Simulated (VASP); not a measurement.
C:

```
CELL_PARAMETERS angstrom
1.22805 -2.12706 0.00000
1.22805 2.12706 0.00000
0.00000 0.00000 7.17327
ATOMIC_POSITIONS crystal
C 0.08338 0.91662 0.75314
C 0.58338 0.41662 0.24686
C 0.91662 0.08338 0.24686
C 0.41662 0.58338 0.75314
```

```yaml
Program: VASP 6.6.1
Task: relaxation of cell and atoms
Functional: PBE
Dispersion: D3(BJ)
Potentials_or_basis: VASP PAW PBE potentials, release 64 (C)
Cutoff: 600 eV
k_mesh: 18 × 18 × 6
Occupations: gaussian, width 0.1 eV
Spin: no spin polarisation
```

At the start: pressure 2.7 GPa; volume 9.37 Å³/atom.

Q: How do energy, volume and symmetry change on relaxing?

A: Over 38 steps the energy falls by 4.5 meV/atom and the volume is 8.85 Å³/atom (-5.6 %); space group Fmmm (No. 69, to 0.05 Å).

Step by step:
| step | energy change (eV) | largest force (eV/Å) | pressure (GPa) | volume (Å³) |
| --- | --- | --- | --- | --- |
| 1 | 0.0000 | 0.0254 | 2.67 | 37.48 |
| 2 | 0.0202 | 0.0936 | -7.91 | 38.33 |
| 3 | -0.0048 | 0.0156 | -0.70 | 37.73 |
| 4 | -0.0061 | 0.0483 | -0.73 | 37.58 |
| 5 | -0.0089 | 0.2356 | -0.77 | 37.14 |
| 6 | -0.0076 | 0.6193 | -0.77 | 36.25 |
| 7 | -0.0095 | 0.3628 | -0.79 | 36.84 |
| 8 | -0.0096 | 0.3589 | -0.78 | 36.83 |
| 9 | -0.0101 | 0.3475 | -0.74 | 36.78 |
| 10 | -0.0111 | 0.3249 | -0.73 | 36.68 |
| 11 | -0.0127 | 0.2795 | -0.66 | 36.48 |
| 12 | -0.0154 | 0.1891 | -0.50 | 36.07 |
| 13 | -0.0172 | 0.0154 | -0.12 | 35.27 |
| 14 | -0.0172 | 0.0405 | -0.19 | 35.40 |
| 15 | -0.0174 | 0.0235 | -0.16 | 35.43 |
| 16 | -0.0176 | 0.0222 | -0.04 | 35.49 |
| 17 | -0.0176 | 0.0263 | -0.03 | 35.50 |
| 18 | -0.0176 | 0.0145 | -0.02 | 35.50 |
| 19 | -0.0176 | 0.0168 | -0.02 | 35.50 |
| 20 | -0.0176 | 0.0141 | -0.03 | 35.50 |
| 21 | -0.0176 | 0.0139 | -0.02 | 35.49 |
| 22 | -0.0176 | 0.0123 | -0.02 | 35.49 |
| 23 | -0.0176 | 0.0120 | -0.04 | 35.49 |
| 24 | -0.0176 | 0.0110 | -0.03 | 35.49 |
| 25 | -0.0177 | 0.0104 | -0.04 | 35.48 |
| 26 | -0.0178 | 0.0106 | -0.05 | 35.46 |
| 27 | -0.0178 | 0.0185 | -0.07 | 35.43 |
| 28 | -0.0179 | 0.0152 | -0.06 | 35.42 |
| 29 | -0.0179 | 0.0066 | -0.02 | 35.41 |
| 30 | -0.0180 | 0.0144 | 0.08 | 35.38 |
| 31 | -0.0180 | 0.0115 | 0.07 | 35.39 |
| 32 | -0.0180 | 0.0040 | 0.04 | 35.39 |
| 33 | -0.0180 | 0.0037 | 0.01 | 35.39 |
| 34 | -0.0180 | 0.0160 | -0.03 | 35.39 |
| 35 | -0.0180 | 0.0061 | 0.01 | 35.39 |
| 36 | -0.0180 | 0.0062 | -0.02 | 35.39 |
| 37 | -0.0180 | 0.0065 | -0.06 | 35.39 |
| 38 | -0.0180 | 0.0034 | 0.00 | 35.39 |

Final structure:
```
CELL_PARAMETERS angstrom
1.23289 -2.13427 0.00000
1.23289 2.13427 0.00000
0.00000 0.00000 6.72430
ATOMIC_POSITIONS crystal
C 0.08330 0.91670 0.75031
C 0.58330 0.41670 0.24969
C 0.91670 0.08330 0.24969
C 0.41670 0.58330 0.75031
```
